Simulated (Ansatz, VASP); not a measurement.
One calculation of KTaO3, two programs

File INCAR:

```
PREC = Accurate
ENCUT = 520
EDIFF = 1E-6
ISMEAR = 0
SIGMA = 0.05
LREAL = F
LASPH = T
NELM = 60
ALGO = Normal
ISIF = 2
LWAVE = F
LCHARG = F
GGA = PE
NBANDS = 27
```

The input KPOINTS:

```
Automatic mesh
0
Gamma
  8 8 8
```

File POSCAR:

```
KTaO3
1.0
    4.0509934633      0.0000000000      0.0000000000
    0.0000000000      4.0509934633      0.0000000000
    0.0000000000      0.0000000000      3.8140103457
K Ta O
1 1 3
Direct
    0.5000000000      0.5000000000      0.5000000000
    0.0000000000      0.0000000000      0.0000000000
    0.5000000000      0.0000000000      0.0000000000
    0.0000000000      0.5000000000      0.0000000000
    0.0000000000      0.0000000000      0.5000000000
```

Input for Ansatz:

```yaml
crystal:
  lattice:
    - [4.0509934633, 0.0, 0.0]
    - [0.0, 4.0509934633, 0.0]
    - [0.0, 0.0, 3.8140103457]
  atoms:
    - { symbol: K, position: [0.5, 0.5, 0.5] }
    - { symbol: Ta, position: [0.0, 0.0, 0.0] }
    - { symbol: O, position: [0.5, 0.0, 0.0] }
    - { symbol: O, position: [0.0, 0.5, 0.0] }
    - { symbol: O, position: [0.0, 0.0, 0.5] }
basis:
  ecutwfc: 520.0
kpoints:
  mp_grid: { grid: [8, 8, 8] }
hamiltonian:
  xc: pbe
scf:
  occupations: { method: gaussian, width: 0.05 }
output:
  forces: true
  stress: true
  eigenvalues: true
```

Alike in both runs: task single point; functional PBE; k mesh 8 × 8 × 8; occupations gaussian, width 0.05 eV; no spin polarisation.

|  | VASP | Ansatz |
| --- | --- | --- |
| version | VASP 6.6.1 | Ansatz 0.2.0 |
| potentials or method | VASP PAW PBE potentials, release 64 (K_sv, Ta_pv, O), cutoff 520 eV | scalar-relativistic, plane waves, PAW |
| valence electrons in the cell | 38 | 40 |

VASP gave:

| Property | Result |
| --- | --- |
| gap on the k mesh at the Fermi level (eV) | 2.09 |
| least direct gap on the mesh (eV) | 2.68 |
| pressure (GPa) | 10.6 |
| traceless stress, the component that is largest in VASP (GPa) | 17.89 |

Which values does Ansatz return?

gap on the k mesh at the Fermi level (eV): 2.13; least direct gap on the mesh (eV): 2.72; pressure (GPa): 9.8; traceless stress, the component that is largest in VASP (GPa): 17.57.

VASP's potentials hold 38 valence electrons a cell and Ansatz's 40, so a difference there can come from the potentials and not from the codes.

Spin-orbit coupling is off throughout.
